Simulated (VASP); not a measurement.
Wanted: the native input for a VASP 6.6.1 run.

- Task: single point
- Functional: LDA
- Potentials or basis: VASP PAW LDA potentials, release 64 (P, B)
- Cutoff: 520 eV
- k mesh: 10 × 10 × 10
- Occupations: fermi-dirac, width 0.05 eV
- Spin: no spin polarisation
- Dipole correction: no
- Further INCAR settings: ALGO = Normal; EDIFF = 1e-07; NBANDS = 11

The structure of BP lies in POSCAR:

```
BP
1.0
    0.0000000000      2.2226808807      2.2226808807
    2.2226808807      0.0000000000      2.2226808807
    2.2226808807      2.2226808807      0.0000000000
P B
1 1
Direct
    0.7500000000      0.7500000000      0.7500000000
    0.0000000000      0.0000000000      0.0000000000
```

These files were run (other wordings do the same):

INCAR

```
SYSTEM = BP
PREC = Accurate
ENCUT = 520
EDIFF = 1E-7
ISMEAR = -1
SIGMA = 0.05
LREAL = .FALSE.
LASPH = .TRUE.
NELM = 80
ALGO = Normal
ISIF = 2
LWAVE = .FALSE.
LCHARG = .FALSE.
NBANDS = 11
```

KPOINTS

```
Automatic mesh
0
G
  10 10 10
  0 0 0
```

Potentials or basis: VASP PAW LDA potentials, release 64 (P, B).

Launch:

```sh
$ cat potpaw_LDA.64/P/POTCAR potpaw_LDA.64/B/POTCAR > POTCAR
$ mpirun -np 1 vasp_std > vasp.out
```

It gave:

```yaml
Pressure: 5.5 GPa
Band_gap_on_the_k_mesh: 1.12 eV, indirect (least direct gap 3.48 eV)
```

It took 4.6 s on 1 thread of Intel Xeon 6975P-C (shared host), peak memory 0.12 GiB.
